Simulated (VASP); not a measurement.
## HfB2: relaxation of shape and atoms at fixed volume with BLYP+D3(BJ)

Crystal: HfB2.

```xyz
3
Lattice="3.1436 0.0000 0.0000 -1.5718 2.7224 0.0000 0.0000 0.0000 3.5256" Properties=species:S:1:pos:R:3 pbc="T T T"
Hf    0.0000    0.0000    0.0000
B     0.0000    1.8150    1.7628
B     1.5718    0.9075    1.7628
```

This cell differs from its parent crystal: volume scaled by 1.04.

```
Program                : VASP 6.6.1
Task                   : relaxation of shape and atoms at fixed volume
Functional             : BLYP
Dispersion             : D3(BJ)
Potentials or basis    : VASP PAW PBE potentials, release 64 (Hf_pv, B)
Cutoff                 : 600 eV
k mesh                 : 8 × 8 × 8
Occupations            : gaussian, width 0.05 eV
Spin                   : no spin polarisation
Dipole correction      : no
Further INCAR settings : ALGO = Normal; EDIFF = 1e-07; IBRION = 2; EDIFFG = -0.01; NSW = 60; ISIF = 4
```

```json
{
  "Energy gained by relaxing": "0.1 meV/atom",
  "Ionic steps": "2",
  "Pressure after relaxing": "-9.1 GPa",
  "Band gap on the k mesh": "zero (band 8 reaches 8.78 eV, above the bottom of band 9 at 8.00 eV)",
  "Dispersion energy per atom": "-0.823 eV"
}
```

Stress tensor (GPa, compression positive):
```
-9.17  0.00  0.00
 0.00 -9.17  0.00
 0.00  0.00 -9.07
```

Step by step:
```csv
step,energy change (eV),largest force (eV/Å),pressure (GPa),volume (Å³)
1,0.0000,0.0000,-9.20,30.17
2,-0.0002,0.0000,-9.14,30.17
```

Final structure:
```
CELL_PARAMETERS angstrom
3.14035 0.00000 0.00000
-1.57017 2.71962 0.00000
0.00000 0.00000 3.53294
ATOMIC_POSITIONS crystal
Hf 0.00000 0.00000 0.00000
B 0.33333 0.66667 0.50000
B 0.66667 0.33333 0.50000
```

Levels at points of the mesh, in eV from the Fermi level:
```tsv
k point	band 4	band 5	band 6	band 7	band 8	band 9	band 10	band 11	band 12
(0.00, 0.00, 0.00)	-13.50	-2.88	-2.82	-2.77	-2.77	3.89	3.89	4.32	4.32
(0.50, 0.00, 0.00)	-9.53	-8.94	-4.12	-3.36	-2.68	2.07	2.64	5.35	5.60
(0.00, 0.00, 0.50)	-11.28	-8.12	-1.18	-1.18	0.52	0.52	0.99	0.99	1.88
(0.50, 0.00, 0.50)	-10.19	-7.42	-4.81	-4.53	-2.51	3.83	4.19	6.04	6.68
```

It took 25 s on 1 thread of Intel(R) Xeon(R) 6975P-C (Granite Rapids) (shared host), peak memory 0.18 GiB.

Caveat: the cell differs from its parent crystal (volume scaled by 1.04); the PAW data sets were made with another functional, which shifts forces and pressure a little; spin-orbit coupling is left out, which moves the levels of the heavy elements; pairwise dispersion overbinds metals, which lowers pressure and volume.
